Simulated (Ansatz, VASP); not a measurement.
CO2 in VASP and in Ansatz

The input INCAR:

```
  ALGO = Normal
  EDIFF = 1E-6
  ENCUT = 520
  GGA = PE
  ISIF = 2
  ISMEAR = 0
  LASPH = True
  LCHARG = False
  LREAL = False
  LWAVE = False
  NBANDS = 25
  NELM = 60
  PREC = Accurate
  SIGMA = 0.02
```

The input KPOINTS:

```
k-points
0
Gamma
  6 6 4
```

File POSCAR:

```
CO2
1.0
    2.6332753188     -2.1743046228      0.0000000000
    2.6332753188      2.1743046228      0.0000000000
    0.0000000000      0.0000000000      6.6036428473
C O
2 4
Direct
    0.0114432570      0.0114432570      0.0000000000
    0.4885567430      0.4885567430      0.5000000000
    0.7805094585      0.1838547344      0.8999208064
    0.1838547344      0.7805094585      0.1000791936
    0.7194905415      0.3161452656      0.3999208064
    0.3161452656      0.7194905415      0.6000791936
```

Input for Ansatz:

```yaml
crystal:
  lattice:
    - [2.6332753188, -2.1743046228, 0.0]
    - [2.6332753188, 2.1743046228, 0.0]
    - [0.0, 0.0, 6.6036428473]
  atoms:
    - { symbol: C, position: [0.011443257, 0.011443257, 0.0] }
    - { symbol: C, position: [0.488556743, 0.488556743, 0.5] }
    - { symbol: O, position: [0.7805094585, 0.1838547344, 0.8999208064] }
    - { symbol: O, position: [0.1838547344, 0.7805094585, 0.1000791936] }
    - { symbol: O, position: [0.7194905415, 0.3161452656, 0.3999208064] }
    - { symbol: O, position: [0.3161452656, 0.7194905415, 0.6000791936] }
basis:
  ecutwfc: 420
kpoints:
  mp_grid: { grid: [6, 6, 4] }
hamiltonian:
  xc: pbe
scf:
  occupations: { method: gaussian, width: 0.02 }
output:
  forces: true
  stress: true
  eigenvalues: true
  populations: true
```

Alike in both runs: task single point; functional PBE; k mesh 6 × 6 × 4; occupations gaussian, width 0.02 eV; no spin polarisation.

|  | VASP | Ansatz |
| --- | --- | --- |
| version | VASP 6.6.1 | Ansatz 0.2.0 |
| potentials or method | VASP PAW PBE potentials, release 64 (C, O), cutoff 520 eV | scalar-relativistic, plane waves, PAW |
| valence electrons in the cell | 32 | 32 |

Ansatz gave:

```
gap on the k mesh at the Fermi level (eV)                     : 6.17
least direct gap on the mesh (eV)                             : 6.76
pressure (GPa)                                                : 27.5
traceless stress, the component that is largest in VASP (GPa) : -24.84
rms of the force components (eV/Å)                            : 3.692
```

Q: What did VASP give for the same quantities?

A: gap on the k mesh at the Fermi level (eV): 6.15; least direct gap on the mesh (eV): 6.75; pressure (GPa): 30.2; traceless stress, the component that is largest in VASP (GPa): -27.76; rms of the force components (eV/Å): 4.157.

Atom by atom the forces differ by 0.480 eV/Å (rms over components).

Noted on VASP's run: the standard files for N, O and F lose accuracy on very short bonds.
